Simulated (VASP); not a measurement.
A run of VASP 6.6.1 is set up as follows.

Contents of INCAR:

```
  PREC = Accurate
  ENCUT = 520
  EDIFF = 1E-6
  ISMEAR = 0
  SIGMA = 0.02
  LREAL = F
  LASPH = T
  NELM = 60
  ALGO = Normal
  ISIF = 2
  LWAVE = F
  LCHARG = F
  GGA = PE
  NBANDS = 46
```

The input KPOINTS:

```
regular mesh
0
Gamma
  6 6 6
```

The input POSCAR:

```
Ga4AsP3
1.0
    5.5637786000      0.0000000000      0.0000000000
    0.0000000000      5.5637786000      0.0000000000
    0.0000000000      0.0000000000      5.5637786000
Ga P As
4 3 1
Direct
    0.7545030000      0.7545030000      0.2454970000
    0.7545030000      0.2454970000      0.7545030000
    0.2454970000      0.7545030000      0.7545030000
    0.2454970000      0.2454970000      0.2454970000
    0.5000000000      0.0000000000      0.0000000000
    0.0000000000      0.5000000000      0.0000000000
    0.0000000000      0.0000000000      0.5000000000
    0.5000000000      0.5000000000      0.5000000000
```

Potentials or basis: VASP PAW PBE potentials, release 64 (Ga_d, P, As).

Command:

```sh
$ cat potpaw_PBE.64/Ga_d/POTCAR potpaw_PBE.64/P/POTCAR potpaw_PBE.64/As/POTCAR > POTCAR
$ mpirun -np 1 vasp_std > vasp.out
```

Q: What does it give for the band gap on the k mesh?

A: 1.16 eV.

Q: Predict the largest force.

A: 0.003 eV/Å.

Q: What does it give for the pressure?

A: 0.1 GPa.

Forces in eV/Å, atoms in the order of the input:
```
Ga   0.002  0.002 -0.002
Ga   0.002 -0.002  0.002
Ga  -0.002  0.002  0.002
Ga  -0.002 -0.002 -0.002
P    0.000  0.000  0.000
P    0.000  0.000  0.000
P    0.000  0.000  0.000
As   0.000  0.000  0.000
```

A k mesh can miss the band edges.
